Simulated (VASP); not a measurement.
CaHf4:

```xyz
5
Lattice="5.1166 0.0000 0.0000 -2.5583 4.4311 0.0000 0.0000 0.0000 5.0430" Properties=species:S:1:pos:R:3 pbc="T T T"
Ca    0.0000    0.0000    2.5215
Hf    2.3066    0.0000    2.5215
Hf   -1.1533    1.9976    2.5215
Hf    1.4050    2.4335    2.5215
Hf    0.0000    0.0000    0.0000
```

The cell was built from a structure type or drawn by symmetry, and may not be a known phase.

| Quantity | Value |
| --- | --- |
| Program | VASP 6.6.1 |
| Task | relaxation of cell and atoms |
| Functional | PBE |
| Potentials or basis | VASP PAW PBE potentials, release 64 (Ca_sv, Hf_pv) |
| Cutoff | 600 eV |
| k mesh | 6 × 6 × 4 |
| Occupations | gaussian, width 0.1 eV |
| Spin | no spin polarisation |

At the start: pressure 29.3 GPa; volume 22.87 Å³/atom.

Q: How do energy, volume and symmetry change on relaxing?

A: Over 10 steps the energy falls by 932.0 meV/atom and the volume is 31.06 Å³/atom (+35.8 %); space group P-62m (No. 189, to 0.1 Å) before, P6/mmm (No. 191, to 0.1 Å).

Step by step:
| step | energy change (eV) | largest force (eV/Å) | pressure (GPa) | volume (Å³) |
| --- | --- | --- | --- | --- |
| 1 | 0.0000 | 2.0123 | 29.30 | 114.33 |
| 2 | -3.0539 | 0.6169 | -6.95 | 195.75 |
| 3 | -4.2753 | 1.0957 | -0.77 | 159.13 |
| 4 | -4.2754 | 1.1089 | -0.48 | 158.15 |
| 5 | -4.4289 | 0.9063 | -0.26 | 156.79 |
| 6 | -4.6522 | 0.1047 | 0.61 | 152.75 |
| 7 | -4.6535 | 0.0332 | 0.69 | 152.41 |
| 8 | -4.6551 | 0.0219 | -0.52 | 156.61 |
| 9 | -4.6585 | 0.0028 | 0.01 | 154.69 |
| 10 | -4.6600 | 0.0059 | 0.01 | 155.32 |

Final structure:
```
Ca Hf
1.0
     5.92043    0.00000    0.00000
    -2.96022    5.12725    0.00000
     0.00000    0.00000    5.11661
Ca Hf
1 4
Cartesian
  0.0000 0.0000 2.5583
  2.9612 0.0000 2.5583
  -1.4806 2.5645 2.5583
  1.4796 2.5627 2.5583
  0.0000 0.0000 0.0000
```

Caveat: the volume moved by over 15 % at a fixed basis, so the end points are rough.
